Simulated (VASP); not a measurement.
# Cu (I4/mmm) in VASP: further runs

Runs on Cu. Level: PBE. Tasks: single point.

Everything below comes from runs of VASP 6.6.1. Logs are shortened: lines on timing, memory, paths and dates and some standing lists are left out, and cuts for length are marked.

## Step 1: The cell of the first run

It takes space group I4/mmm (No. 139, tetragonal). Conventional cell: a = 2.492 Å, b = 2.492 Å, c = 3.434 Å, α = 90.00°, β = 90.00°, γ = 90.00°. Cu (site symmetry 4/mmm) has 12 Cu at 2.46 to 2.49 Å within 3.2 Å.

## Step 2: Single point, PBE (strain -0.025 along x and y, -0.050 along z)

Input file INCAR:

```
SYSTEM = Cu
PREC = Accurate
ENCUT = 520
EDIFF = 1E-6
ISMEAR = 0
SIGMA = 0.15
LREAL = .FALSE.
LASPH = .TRUE.
NELM = 80
ALGO = Normal
ISIF = 2
LWAVE = .FALSE.
LCHARG = .TRUE.
GGA = PE
LELF = .TRUE.
LVHAR = .TRUE.
NBANDS = 12
```

Input file KPOINTS:

```
regular mesh
0
G
  22 22 22
  0 0 0
```

Input file POSCAR:

```
Cu
1.0
    0.0000000000      1.7623125000      1.7171250000
    1.7623125000      0.0000000000      1.7171250000
    1.7623125000      1.7623125000      0.0000000000
Cu
1
Direct
    0.0000000000      0.0000000000      0.0000000000
```

Potentials or basis: VASP PAW PBE potentials, release 64 (Cu).

Command:

```console
> cat potpaw_PBE.64/Cu/POTCAR > POTCAR
> mpirun -np 1 vasp_std > vasp.out
```

OUTCAR:

```text
SYSTEM = Cu
   PREC = Accurate
   ENCUT = 520
   EDIFF = 1E-6
   ISMEAR = 0
   LREAL = .FALSE.
   LASPH = .TRUE.
   NELM = 80
   ISIF = 2
   GGA = PE

 ion  position               nearest neighbor table
   1  0.000  0.000  0.000-

  LATTYP: Found a body centered tetragonal cell.
 ALAT       =     2.4922862386
 C/A-ratio  =     1.3779516762

  Lattice vectors:

 A1 = (   0.0000000000,  -1.7623125000,  -1.7171250000)
 A2 = (   0.0000000000,   1.7623125000,  -1.7171250000)
 A3 = (   1.7623125000,   0.0000000000,   1.7171250000)

Analysis of symmetry for initial positions (statically):
=====================================================================
 Subroutine PRICEL returns:
 Original cell was already a primitive cell.

 Routine SETGRP: Setting up the symmetry group for a
 body centered tetragonal supercell.

 Subroutine GETGRP returns: Found 16 space group operations
 (whereof 16 operations were pure point group operations)
 out of a pool of 16 trial point group operations.

The static configuration has the point symmetry D_4h.

Analysis of symmetry for dynamics (positions and initial velocities):
=====================================================================
 Subroutine PRICEL returns:
 Original cell was already a primitive cell.

 Routine SETGRP: Setting up the symmetry group for a
 body centered tetragonal supercell.

 Subroutine GETGRP returns: Found 16 space group operations
 (whereof 16 operations were pure point group operations)
 out of a pool of 16 trial point group operations.

The dynamic configuration has the point symmetry D_4h.

 Subroutine INISYM returns: Found 16 space group operations
 (whereof 16 operations are pure point group operations),
 and found     1 'primitive' translations

----------------------------------------------------------------------------------------

                                     Primitive cell

  volume of cell :      10.6659

  direct lattice vectors                    reciprocal lattice vectors
     0.000000000  1.762312500  1.717125000    -0.283718126  0.283718126  0.291184393
     1.762312500  0.000000000  1.717125000     0.283718126 -0.283718126  0.291184393
     1.762312500  1.762312500  0.000000000     0.283718126  0.283718126 -0.291184393

  length of vectors
     2.460541325  2.460541325  2.492286239     0.495762343  0.495762343  0.495762343

  position of ions in fractional coordinates (direct lattice)
     0.000000000  0.000000000  0.000000000

  ion indices of the primitive-cell ions
   primitive index   ion index
                 1           1

----------------------------------------------------------------------------------------

 KPOINTS: regular mesh

Automatic generation of k-mesh.
 Grid dimensions read from file:
 generate k-points for:   22   22   22

 Generating k-lattice:

  Cartesian coordinates                     Fractional coordinates (reciprocal lattice)
    -0.012896278  0.012896278  0.013235654     0.045454545 -0.000000000  0.000000000
     0.012896278 -0.012896278  0.013235654    -0.000000000  0.045454545  0.000000000
     0.012896278  0.012896278 -0.013235654     0.000000000  0.000000000  0.045454545

  Length of vectors
     0.022534652  0.022534652  0.022534652

  Shift w.r.t. Gamma in fractional coordinates (k-lattice)
     0.000000000  0.000000000  0.000000000

 Subroutine IBZKPT returns following result:
 ===========================================

 Found    834 irreducible k-points:

 Following reciprocal coordinates:
            Coordinates               Weight
  0.000000  0.000000  0.000000      1.000000
  0.045455  0.000000  0.000000      8.000000
  0.090909  0.000000  0.000000      8.000000
  0.136364  0.000000  0.000000      8.000000
  0.181818  0.000000  0.000000      8.000000
  0.227273  0.000000  0.000000      8.000000
[... 16 lines left out ...]
  0.500000  0.045455  0.000000      8.000000
 -0.454545  0.045455  0.000000      8.000000
 [... further k-points ...]
   k-points           NKPTS =    834   k-points in BZ     NKDIM =    834   number of bands    NBANDS=     12
   number of dos      NEDOS =    301   number of ions     NIONS =      1
   total plane-waves  NPLWV =   6480
   dimension x,y,z NGX =    18 NGY =   18 NGZ =   20
   dimension x,y,z NGXF=    36 NGYF=   36 NGZF=   40
   ions per type =               1
   NGX,Y,Z   is equivalent  to a cutoff of  12.16, 12.16, 13.34 a.u.
   NGXF,Y,Z  is equivalent  to a cutoff of  24.32, 24.32, 26.68 a.u.
 SYSTEM =  Cu
   PREC   = accura    normal or accurate (medium, high low for compatibility)
   ISTART =      0    job   : 0-new  1-cont  2-samecut
   ICHARG =      2    charge: 1-file 2-atom 10-const
   ISPIN  =      1    spin polarized calculation?
   LNONCOLLINEAR =      F non collinear calculations
   LSORBIT =      F    spin-orbit coupling
   LASPH  =      T    aspherical Exc in radial PAW
   ENCUT  =  520.0 eV  38.22 Ry    6.18 a.u.   4.57  4.57  4.63*2*pi/ulx,y,z
   NELM   =     80;   NELMIN=  2; NELMDL= -5     # of ELM steps
   EDIFF  = 0.1E-05   stopping-criterion for ELM
   LREAL  =      F    real-space projection
   EDIFFG = 0.1E-04   stopping-criterion for IOM
   NSW    =      0    number of steps for IOM
   IBRION =     -1    ionic relax: 0-MD 1-quasi-New 2-CG
   NFREE  =      0    steps in history (QN), initial steepest desc. (CG)
   ISIF   =      2    stress and relaxation
   ISYM   =      2    0-nonsym 1-usesym 2-fastsym
   POTIM  = 0.5000    time-step for ionic-motion
   TEBEG  =    0.0;   TEEND  =   0.0 temperature during run
   PSTRESS=    0.0 pullay stress
   NELECT =      11.0000    total number of electrons
   NUPDOWN=      -1.0000    fix difference up-down
   EMIN   =  10.00;   EMAX   =-10.00  energy-range for DOS
   EFERMI =   0.00;   METHOD = LEGACY
   ISMEAR =     0;   SIGMA  =   0.15  broadening in eV -4-tet -1-fermi 0-gaus
   EFERMI_NEDOS =   21; number of points for ismear=-14 and -15
   IALGO  =     38    algorithm
   IMIX   =      4    mixing-type and parameters
     AMIX     =   0.40;   BMIX     =  1.00
     AMIX_MAG =   1.60;   BMIX_MAG =  1.00
  volume/ion in A,a.u.               =      10.67        71.98
  Fermi-wavevector in a.u.,A,eV,Ry     =   1.654016  3.125638 37.222414  2.735770
  Thomas-Fermi vector in A             =   2.742356
   LORBIT       =      0    0 simple, 1 ext, 2 COOP (PROOUT), +10 PAW based schemes
   GGA     = PE    functional components
   LHFCALC =     F    Hartree Fock is set to
   AEXX    =    0.0000 exact exchange contribution
   IVDW    =     0    specifies the selected vdW correction
   LEPSILON=     F    determine dielectric tensor
   LRPA    =     F    only Hartree local field effects (RPA)
 non-spin polarized calculation
 Gauss-broadening in eV      SIGMA  =   0.15
  energy-cutoff  :      520.00
  volume of cell :       10.67
 maximum number of plane-waves:       303
   NGX =  9   NGY =  9   NGZ =  9

 number of electron      10.9999992 magnetization

 Free energy of the ion-electron system (eV)
  ---------------------------------------------------
  ext. energy  EPLUGINS =         0.00000000
  ---------------------------------------------------
  free energy    TOTEN  =        -3.64722590 eV

  energy without entropy =       -3.64456370  energy(sigma->0) =       -3.64589480

 E-fermi :   8.9450     XC(G=0): -13.3286

 val. band max:        8.9430227916   @ k =  -0.3182   0.1818   0.1364
 cond. band min:       8.9616169464   @ k =   0.5000   0.1364   0.3182
 fundamental gap:      0.0185941548
 Fermi energy:         8.9449825122

 k-point     1 :       0.0000    0.0000    0.0000
  band No.  band energies     occupation
      1      -1.2363      2.00000
      2       5.5153      2.00000
      3       5.5153      2.00000
      4       5.6565      2.00000
      5       6.4499      2.00000
      6       6.5932      2.00000
      7      32.3367      0.00000
      8      35.7156      0.00000
      9      35.7156      0.00000
     10      35.9200      0.00000
     11      38.3416      0.00000
     12      38.4475      0.00000

 k-point     2 :       0.0455    0.0000    0.0000
  band No.  band energies     occupation
      1      -1.1551      2.00000
      2       5.5074      2.00000
      3       5.5322      2.00000
      4       5.6616      2.00000
      5       6.4441      2.00000
      6       6.5850      2.00000
      7      32.0206      0.00000
      8      34.5473      0.00000
      9      35.4549      0.00000
     10      35.6012      0.00000
     11      38.7390      0.00000
     12      38.8053      0.00000

 k-point     3 :       0.0909    0.0000    0.0000
  band No.  band energies     occupation
      1      -0.9135      2.00000
      2       5.4706      2.00000
      3       5.5779      2.00000
      4       5.6901      2.00000
      5       6.4313      2.00000
      6       6.5644      2.00000
      7      30.5628      0.00000
      8      33.4999      0.00000
      9      34.9125      0.00000
     10      35.0813      0.00000
     11      39.5649      0.00000
     12      39.5963      0.00000
[... 286 lines left out ...]
 k-point    23 :       0.5000    0.0455    0.0000
  band No.  band energies     occupation
      1       3.2787      2.00000
      2       5.4745      2.00000
      3       5.5592      2.00000
      4       6.7534      2.00000
      5       7.2189      2.00000
      6       8.0439      2.00000
      7      13.2997      0.00000
      8      30.3595      0.00000
      9      31.4606      0.00000
     10      32.3230      0.00000
     11      35.9421      0.00000
     12      36.7713      0.00000

 k-point    24 :      -0.4545    0.0455    0.0000
  band No.  band energies     occupation
      1       3.2626      2.00000
      2       5.4760      2.00000
      3       5.5642      2.00000
      4       6.7369      2.00000
      5       7.1811      2.00000
      6       7.9323      2.00000
      7      13.5208      0.00000
      8      30.3816      0.00000
      9      31.9036      0.00000
     10      31.9541      0.00000
     11      35.6143      0.00000
     12      37.0319      0.00000

 [... further k-points ...]

------------------------ aborting loop because EDIFF is reached ----------------------------------------

  FORCE on cell =-STRESS in cart. coord.  units (eV):
  Direction    XX          YY          ZZ          XY          YZ          ZX
  --------------------------------------------------------------------------------------
  -------------------------------------------------------------------------------------
  Total        1.4255873      1.4255873      1.5485794      0.0000000     -0.0000000      0.0000000
  in kB      214.1443688    214.1443688    232.6195961      0.0000000     -0.0000000      0.0000000
  external PRESSURE =     220.3027779 kB  Pullay stress =       0.0000000 kB

 VOLUME and BASIS-vectors are now :
 -----------------------------------------------------------------------------
  energy-cutoff  :      520.00
  volume of cell :       10.67
      direct lattice vectors                 reciprocal lattice vectors
     0.000000000  1.762312500  1.717125000    -0.283718126  0.283718126  0.291184393
     1.762312500  0.000000000  1.717125000     0.283718126 -0.283718126  0.291184393
     1.762312500  1.762312500  0.000000000     0.283718126  0.283718126 -0.291184393

 POSITION                                       TOTAL-FORCE (eV/Angst)
 -----------------------------------------------------------------------------------
      0.00000      0.00000      0.00000        -0.000000      0.000000      0.000000
 -----------------------------------------------------------------------------------
    total drift:                                0.000000     -0.000000      0.000000

  FREE ENERGIE OF THE ION-ELECTRON SYSTEM (eV)
  ---------------------------------------------------
  free  energy   TOTEN  =        -3.6472259006 eV

  energy  without entropy=       -3.6445636967  energy(sigma->0) =       -3.64589480
```

Wall time 2.4 min (1 thread of AMD EPYC 7R13, shared host); peak memory 0.18 GiB.

Results:

- Free energy: -3.6472 eV
- Pressure: 22.0 GPa
- Band gap on the k mesh: zero (an odd number of electrons rules out a gap without spin polarisation)

Caveat: the cell differs from its parent crystal (strain -0.025 along x and y, -0.050 along z); the cell stands under pressure.

(Part 1 of 2 ends here.)
